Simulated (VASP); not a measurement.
# Cu (P6/mmm) in VASP: further runs

The runs below take Cu through single point, with r2SCAN.

Everything below comes from runs of VASP 6.6.1. Logs are shortened: lines on timing, memory, paths and dates and some standing lists are left out, and cuts for length are marked.

### 1 The cell of the first run

Symmetry: P6/mmm, No. 191, hexagonal system. Conventional cell: a = 4.010 Å, b = 4.010 Å, c = 2.407 Å, α = 90.00°, β = 90.00°, γ = 120.00°. Within 3.2 Å of Cu (site symmetry 6/mmm) lie 14 Cu at 2.41 to 2.61 Å. Within 3.1 Å of Cu (site symmetry -6m2) lie 11 Cu at 2.32 to 2.61 Å.

### 2 Single point, r2SCAN (volume scaled by 0.96)

POSCAR reads:

```
Cu
1.0
    4.0104200991      0.0000000000      0.0000000000
   -2.0052100495      3.4731256857      0.0000000000
    0.0000000000      0.0000000000      2.4071690527
Cu
3
Direct
    1.0000000000      1.0000000000      0.0000000000
    0.3333333333      0.6666666667      0.5000000000
    0.6666666667      0.3333333333      0.5000000000
```

INCAR.step1 reads:

```
SYSTEM = Cu
  PREC = Accurate
  ENCUT = 520
  ISMEAR = -1
  SIGMA = 0.1
  LREAL = .False.
  LASPH = .True.
  NELM = 80
  NBANDS = 24
  GGA = PE
  ALGO = Normal
  EDIFF = 1E-4
  LWAVE = .True.
  LCHARG = .False.
```

INCAR.step2 reads:

```
SYSTEM = Cu
  PREC = Accurate
  ENCUT = 520
  EDIFF = 1E-6
  ISMEAR = -1
  SIGMA = 0.1
  LREAL = .False.
  LASPH = .True.
  NELM = 80
  ALGO = Normal
  ISIF = 2
  LWAVE = .False.
  LCHARG = .True.
  METAGGA = R2SCAN
  LMIXTAU = .True.
  LELF = .True.
  LVHAR = .True.
  NBANDS = 24
  ISTART = 1
```

KPOINTS reads:

```
regular mesh
0
Gamma
  10 10 14
  0 0 0
```

Potentials or basis: VASP PAW PBE potentials, release 64 (Cu).

Run with:

```sh
cat potpaw_PBE.64/Cu/POTCAR > POTCAR
cp INCAR.step1 INCAR
mpirun -np 1 vasp_std > vasp.out
cp INCAR.step2 INCAR
mpirun -np 1 vasp_std > vasp.out
```

OUTCAR:

```text
SYSTEM = Cu
   PREC = Accurate
   ENCUT = 520
   EDIFF = 1E-6
   ISMEAR = -1
   LREAL = .False.
   LASPH = .True.
   NELM = 80
   ISIF = 2
   METAGGA = R2SCAN
   ISTART = 1

 ion  position               nearest neighbor table
   1  0.000  0.000  0.000-   2 2.61   3 2.61   2 2.61   3 2.61   3 2.61   3 2.61   2 2.61   2 2.61
                             3 2.61   3 2.61   2 2.61   2 2.61
   2  0.333  0.667  0.500-   3 2.32   3 2.32   3 2.32   1 2.61   1 2.61   1 2.61   1 2.61   1 2.61
                             1 2.61
   3  0.667  0.333  0.500-   2 2.32   2 2.32   2 2.32   1 2.61   1 2.61   1 2.61   1 2.61   1 2.61
                             1 2.61

  LATTYP: Found a hexagonal cell.
 ALAT       =     4.0104200991
 C/A-ratio  =     0.6002286527

  Lattice vectors:

 A1 = (   4.0104200991,   0.0000000000,   0.0000000000)
 A2 = (  -2.0052100495,   3.4731256857,   0.0000000000)
 A3 = (   0.0000000000,   0.0000000000,   2.4071690527)

Analysis of symmetry for initial positions (statically):
=====================================================================
 Subroutine PRICEL returns:
 Original cell was already a primitive cell.

 Routine SETGRP: Setting up the symmetry group for a
 hexagonal supercell.

 Subroutine GETGRP returns: Found 24 space group operations
 (whereof 24 operations were pure point group operations)
 out of a pool of 24 trial point group operations.

The static configuration has the point symmetry D_6h.

Analysis of symmetry for dynamics (positions and initial velocities):
=====================================================================
 Subroutine PRICEL returns:
 Original cell was already a primitive cell.

 Routine SETGRP: Setting up the symmetry group for a
 hexagonal supercell.

 Subroutine GETGRP returns: Found 24 space group operations
 (whereof 24 operations were pure point group operations)
 out of a pool of 24 trial point group operations.

The dynamic configuration has the point symmetry D_6h.

 Subroutine INISYM returns: Found 24 space group operations
 (whereof 24 operations are pure point group operations),
 and found     1 'primitive' translations

----------------------------------------------------------------------------------------

                                     Primitive cell

  volume of cell :      33.5287

  direct lattice vectors                    reciprocal lattice vectors
     4.010420099  0.000000000  0.000000000     0.249350436  0.143962541  0.000000000
    -2.005210050  3.473125686  0.000000000     0.000000000  0.287925083  0.000000000
     0.000000000  0.000000000  2.407169053     0.000000000  0.000000000  0.415425746

  length of vectors
     4.010420099  4.010420099  2.407169053     0.287925083  0.287925083  0.415425746

  position of ions in fractional coordinates (direct lattice)
     0.000000000  0.000000000  0.000000000
     0.333333333  0.666666667  0.500000000
     0.666666667  0.333333333  0.500000000

  ion indices of the primitive-cell ions
   primitive index   ion index
                 1           1
                 2           2
                 3           3

----------------------------------------------------------------------------------------

 KPOINTS: regular mesh

Automatic generation of k-mesh.
 Grid dimensions read from file:
 generate k-points for:   10   10   14

 Generating k-lattice:

  Cartesian coordinates                     Fractional coordinates (reciprocal lattice)
     0.024935044  0.014396254  0.000000000     0.100000000  0.000000000  0.000000000
     0.000000000  0.028792508  0.000000000     0.000000000  0.100000000  0.000000000
     0.000000000  0.000000000  0.029673268     0.000000000  0.000000000  0.071428571

  Length of vectors
     0.028792508  0.028792508  0.029673268

  Shift w.r.t. Gamma in fractional coordinates (k-lattice)
     0.000000000  0.000000000  0.000000000

 Subroutine IBZKPT returns following result:
 ===========================================

 Found    112 irreducible k-points:

 Following reciprocal coordinates:
            Coordinates               Weight
  0.000000  0.000000  0.000000      1.000000
  0.100000  0.000000  0.000000      6.000000
  0.200000  0.000000  0.000000      6.000000
  0.300000  0.000000  0.000000      6.000000
  0.400000  0.000000  0.000000      6.000000
  0.500000  0.000000  0.000000      3.000000
[... 16 lines left out ...]
  0.300000  0.100000  0.071429     24.000000
  0.400000  0.100000  0.071429     24.000000
 [... further k-points ...]
   k-points           NKPTS =    112   k-points in BZ     NKDIM =    112   number of bands    NBANDS=     24
   number of dos      NEDOS =    301   number of ions     NIONS =      3
   total plane-waves  NPLWV =  16200
   dimension x,y,z NGX =    30 NGY =   30 NGZ =   18
   dimension x,y,z NGXF=    60 NGYF=   60 NGZF=   36
   ions per type =               3
   NGX,Y,Z   is equivalent  to a cutoff of  12.44, 12.44, 12.43 a.u.
   NGXF,Y,Z  is equivalent  to a cutoff of  24.87, 24.87, 24.86 a.u.
 SYSTEM =  Cu
   PREC   = accura    normal or accurate (medium, high low for compatibility)
   ISTART =      1    job   : 0-new  1-cont  2-samecut
   ICHARG =      0    charge: 1-file 2-atom 10-const
   ISPIN  =      1    spin polarized calculation?
   LNONCOLLINEAR =      F non collinear calculations
   LSORBIT =      F    spin-orbit coupling
   LASPH  =      T    aspherical Exc in radial PAW
   ENCUT  =  520.0 eV  38.22 Ry    6.18 a.u.   7.46  7.46  4.48*2*pi/ulx,y,z
   NELM   =     80;   NELMIN=  2; NELMDL=  0     # of ELM steps
   EDIFF  = 0.1E-05   stopping-criterion for ELM
   LREAL  =      F    real-space projection
   EDIFFG = 0.1E-04   stopping-criterion for IOM
   NSW    =      0    number of steps for IOM
   IBRION =     -1    ionic relax: 0-MD 1-quasi-New 2-CG
   NFREE  =      0    steps in history (QN), initial steepest desc. (CG)
   ISIF   =      2    stress and relaxation
   ISYM   =      2    0-nonsym 1-usesym 2-fastsym
   POTIM  = 0.5000    time-step for ionic-motion
   TEBEG  =    0.0;   TEEND  =   0.0 temperature during run
   PSTRESS=    0.0 pullay stress
   NELECT =      33.0000    total number of electrons
   NUPDOWN=      -1.0000    fix difference up-down
   EMIN   =  10.00;   EMAX   =-10.00  energy-range for DOS
   EFERMI =   0.00;   METHOD = LEGACY
   ISMEAR =    -1;   SIGMA  =   0.10  broadening in eV -4-tet -1-fermi 0-gaus
   EFERMI_NEDOS =   21; number of points for ismear=-14 and -15
   IALGO  =     38    algorithm
   IMIX   =      4    mixing-type and parameters
     AMIX     =   0.40;   BMIX     =  1.00
     AMIX_MAG =   1.60;   BMIX_MAG =  1.00
  volume/ion in A,a.u.               =      11.18        75.42
  Fermi-wavevector in a.u.,A,eV,Ry     =   1.628448  3.077320 36.080501  2.651842
  Thomas-Fermi vector in A             =   2.721077
   LORBIT       =      0    0 simple, 1 ext, 2 COOP (PROOUT), +10 PAW based schemes
   METAGGA = R2SCAN    functional components
   LHFCALC =     F    Hartree Fock is set to
   AEXX    =    0.0000 exact exchange contribution
   IVDW    =     0    specifies the selected vdW correction
   LEPSILON=     F    determine dielectric tensor
   LRPA    =     F    only Hartree local field effects (RPA)
 non-spin polarized calculation
  energy-cutoff  :      520.00
  volume of cell :       33.53
 maximum number of plane-waves:       933
 NGX is ok and might be reduce to    30
   NGX = 15   NGY = 15   NGZ =  9

 number of electron      33.0000057 magnetization

 Free energy of the ion-electron system (eV)
  ---------------------------------------------------
  ext. energy  EPLUGINS =         0.00000000
  ---------------------------------------------------
  free energy    TOTEN  =       -32.21180669 eV

  energy without entropy =      -32.18190052  energy(sigma->0) =      -32.19685361

 E-fermi :   8.1206     XC(G=0): -14.1081

 val. band max:        8.1116638211   @ k =   0.3000   0.0000   0.5000
 cond. band min:       8.1322721427   @ k =   0.3000   0.2000   0.2857
 fundamental gap:      0.0206083216
 Fermi energy:         8.1205993026

 k-point     1 :       0.0000    0.0000    0.0000
  band No.  band energies     occupation
      1      -2.0018      2.00000
      2       3.0685      2.00000
      3       4.0541      2.00000
      4       4.0544      2.00000
      5       4.1157      2.00000
      6       4.1159      2.00000
[... 16 lines left out ...]
     23      24.5419      0.00000
     24      30.2953      0.00000

 k-point     2 :       0.1000    0.0000    0.0000
  band No.  band energies     occupation
      1      -1.8645      2.00000
      2       3.0726      2.00000
      3       3.7562      2.00000
      4       3.9213      2.00000
      5       4.0453      2.00000
      6       4.3103      2.00000
[... 16 lines left out ...]
     23      24.7353      0.00000
     24      30.3363      0.00000

 k-point     3 :       0.2000    0.0000    0.0000
  band No.  band energies     occupation
      1      -1.4578      2.00000
      2       3.0147      2.00000
      3       3.4262      2.00000
      4       3.8072      2.00000
      5       3.8642      2.00000
      6       4.3316      2.00000
[... 16 lines left out ...]
     23      25.3040      0.00000
     24      30.4413      0.00000

 k-point     4 :       0.3000    0.0000    0.0000
  band No.  band energies     occupation
      1      -0.7994      2.00000
      2       2.7603      2.00000
      3       3.0274      2.00000
      4       3.6841      2.00000
      5       3.8891      2.00000
      6       4.2543      2.00000
[... 16 lines left out ...]
     23      26.2183      0.00000
     24      27.7972      0.00000

 k-point     5 :       0.4000    0.0000    0.0000
  band No.  band energies     occupation
      1       0.0740      2.00000
      2       2.1019      2.00000
      3       2.6599      2.00000
      4       3.7877      2.00000
      5       3.9602      2.00000
      6       4.1202      2.00000
[... 16 lines left out ...]
     23      25.2219      0.00000
     24      26.1126      0.00000

 k-point     6 :       0.5000    0.0000    0.0000
  band No.  band energies     occupation
      1       1.0517      2.00000
      2       1.1300      2.00000
      3       2.5683      2.00000
      4       3.9494      2.00000
      5       3.9597      2.00000
      6       4.0048      2.00000
[... 16 lines left out ...]
     23      23.5288      0.00000
     24      26.6751      0.00000
[... 379 lines left out ...]
 k-point    21 :       0.1000    0.1000    0.0714
  band No.  band energies     occupation
      1      -1.4498      2.00000
      2       3.1303      2.00000
      3       3.5569      2.00000
      4       3.6754      2.00000
      5       4.1562      2.00000
      6       4.2723      2.00000
[... 16 lines left out ...]
     23      23.3898      0.00000
     24      30.7481      0.00000

 k-point    22 :       0.2000    0.1000    0.0714
  band No.  band energies     occupation
      1      -0.9210      2.00000
      2       2.9555      2.00000
      3       3.2403      2.00000
      4       3.6395      2.00000
      5       4.0566      2.00000
      6       4.3512      2.00000
[... 16 lines left out ...]
     23      24.0289      0.00000
     24      28.1029      0.00000

 k-point    23 :       0.3000    0.1000    0.0714
  band No.  band energies     occupation
      1      -0.1620      2.00000
      2       2.5689      2.00000
      3       2.8330      2.00000
      4       3.7484      2.00000
      5       4.0116      2.00000
      6       4.2688      2.00000
[... 16 lines left out ...]
     23      24.9106      0.00000
     24      25.4475      0.00000

 k-point    24 :       0.4000    0.1000    0.0714
  band No.  band energies     occupation
      1       0.7690      2.00000
      2       1.7607      2.00000
      3       2.6288      2.00000
      4       3.9170      2.00000
      5       4.0250      2.00000
      6       4.1173      2.00000
[... 16 lines left out ...]
     23      25.9565      0.00000
     24      26.2661      0.00000

 [... further k-points ...]
[... 5 lines left out ...]
  --------------------------------------------------------------------------------------
  -------------------------------------------------------------------------------------
  Total        1.6494859      1.6494859      1.5011518      0.0000000     -0.0000000      0.0000000
  in kB       78.8210507     78.8210507     71.7328746      0.0000000     -0.0000000      0.0000000
  external PRESSURE =      76.4583254 kB  Pullay stress =       0.0000000 kB

 VOLUME and BASIS-vectors are now :
 -----------------------------------------------------------------------------
  energy-cutoff  :      520.00
  volume of cell :       33.53
      direct lattice vectors                 reciprocal lattice vectors
     4.010420099  0.000000000  0.000000000     0.249350436  0.143962541  0.000000000
    -2.005210050  3.473125686  0.000000000     0.000000000  0.287925083  0.000000000
     0.000000000  0.000000000  2.407169053     0.000000000  0.000000000  0.415425746

 POSITION                                       TOTAL-FORCE (eV/Angst)
 -----------------------------------------------------------------------------------
      0.00000      0.00000      0.00000        -0.000000      0.000000      0.000000
     -0.00000      2.31542      1.20358         0.000000      0.000000      0.000000
      2.00521      1.15771      1.20358        -0.000000      0.000000      0.000000
 -----------------------------------------------------------------------------------
    total drift:                               -0.000000      0.000000      0.000000

  FREE ENERGIE OF THE ION-ELECTRON SYSTEM (eV)
  ---------------------------------------------------
  free  energy   TOTEN  =       -32.2118066897 eV

  energy  without entropy=      -32.1819005244  energy(sigma->0) =      -32.19685361
```

It took 4.3 min on 1 thread of Intel Xeon 6975P-C, shared host; peak memory 0.2 GiB.

Results:

* Free energy: -32.2118 eV
* Pressure: 7.6 GPa

Stress tensor (GPa, compression positive):
```
7.88 0.00 0.00
0.00 7.88 0.00
0.00 0.00 7.17
```

Levels at points of the mesh, in eV from the Fermi level:
```tsv
k point	band 13	band 14	band 15	band 16	band 17	band 18	band 19	band 20
(0.00, 0.00, 0.00)	-2.60	-2.60	-1.74	-1.74	4.87	4.87	4.88	4.88
(0.50, 0.00, 0.00)	-1.99	-1.99	-1.95	-1.82	-1.69	-0.89	4.74	14.67
(0.00, 0.00, 0.50)	-1.88	-1.88	-1.39	-0.34	0.41	9.04	9.38	9.38
(0.50, 0.00, 0.50)	-2.02	-1.76	-1.55	0.67	0.71	3.84	4.22	7.41
```

Caveat: the cell differs from its parent crystal (volume scaled by 0.96); the PAW data sets were made with another functional, which shifts forces and pressure a little.

### 3 Single point, r2SCAN

This run uses another cell than the first one, of 11.64 Å³/atom, 1.042 times its volume.

POSCAR reads:

```
Cu
1.0
    4.0653641883      0.0000000000      0.0000000000
   -2.0326820941      3.5207086627      0.0000000000
    0.0000000000      0.0000000000      2.4401480693
Cu
3
Direct
    1.0000000000      1.0000000000      0.0000000000
    0.3333333333      0.6666666667      0.5000000000
    0.6666666667      0.3333333333      0.5000000000
```

INCAR.step1 reads:

```
  PREC = Accurate
  ENCUT = 520
  ISMEAR = -1
  SIGMA = 0.1
  LREAL = False
  LASPH = True
  NELM = 60
  NBANDS = 24
  GGA = PE
  ALGO = Normal
  EDIFF = 1E-4
  LWAVE = True
  LCHARG = False
```

INCAR.step2 reads:

```
  PREC = Accurate
  ENCUT = 520
  EDIFF = 1E-6
  ISMEAR = -1
  SIGMA = 0.1
  LREAL = False
  LASPH = True
  NELM = 60
  ALGO = Normal
  ISIF = 2
  LWAVE = False
  LCHARG = True
  METAGGA = R2SCAN
  LMIXTAU = True
  LELF = True
  LVHAR = True
  NBANDS = 24
  ISTART = 1
```

KPOINTS reads:

```
Automatic mesh
0
Gamma
  10 10 14
```

Potentials or basis: VASP PAW PBE potentials, release 64 (Cu).

Run with:

```sh
cat potpaw_PBE.64/Cu/POTCAR > POTCAR
cp INCAR.step1 INCAR
mpirun -np 1 vasp_std > vasp.out
cp INCAR.step2 INCAR
mpirun -np 1 vasp_std > vasp.out
```

It took 4.4 min on 1 thread of Intel Xeon 6975P-C, shared host; peak memory 0.2 GiB.

It converged, with:

```
Free energy : -32.2477 eV
Pressure    : 0.6 GPa
```

Stress tensor (GPa, compression positive):
```
0.82 0.00 0.00
0.00 0.82 0.00
0.00 0.00 0.27
```

Levels at points of the mesh, in eV from the Fermi level:
```
           k point  band 14  band 15  band 16  band 17  band 18  band 19
(0.00, 0.00, 0.00)    -2.51    -1.70    -1.70     4.76     4.76     4.76
(0.50, 0.00, 0.00)    -1.93    -1.90    -1.77    -1.66    -0.77     4.51
(0.00, 0.00, 0.50)    -1.84    -1.37    -0.34     0.36     8.83     9.15
(0.50, 0.00, 0.50)    -1.72    -1.53     0.66     0.74     3.71     4.01
```

Caveat: the PAW data sets were made with another functional, which shifts forces and pressure a little.
